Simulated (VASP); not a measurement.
W, 1 atom in the cell. Symmetry: Fm-3m, No. 225, cubic system. Conventional cell: a = 4.060 Å, b = 4.060 Å, c = 4.060 Å, α = 90.00°, β = 90.00°, γ = 90.00°. Within 3.8 Å of W (site symmetry m-3m) lie 12 W at 2.87 Å. 

- Program: VASP 6.6.1
- Task: single point
- Functional: PBEsol
- Potentials or basis: VASP PAW PBE potentials, release 64 (W_sv)
- Cutoff: 520 eV
- k mesh: 11 × 11 × 11
- Occupations: methfessel-paxton, width 0.025 eV
- Spin: no spin polarisation
- Dipole correction: no
- Further INCAR settings: ALGO = Normal; EDIFF = 1e-06; NBANDS = 13

Potentials or basis: VASP PAW PBE potentials, release 64 (W_sv).

The run is started by

```bash
$ cat potpaw_PBE.64/W_sv/POTCAR > POTCAR
$ mpirun -np 1 vasp_std > vasp.out
```

Hardware: 1 thread of AMD EPYC 7R13 Processor (Zen 3), with other jobs on the host.

Q: How long does it take, and how much memory?

A: Wall time 18 s on 1 thread of AMD EPYC 7R13 Processor (Zen 3), with other jobs on the host, peak memory 0.11 GiB. Counts: scf iterations 11, k points 56.
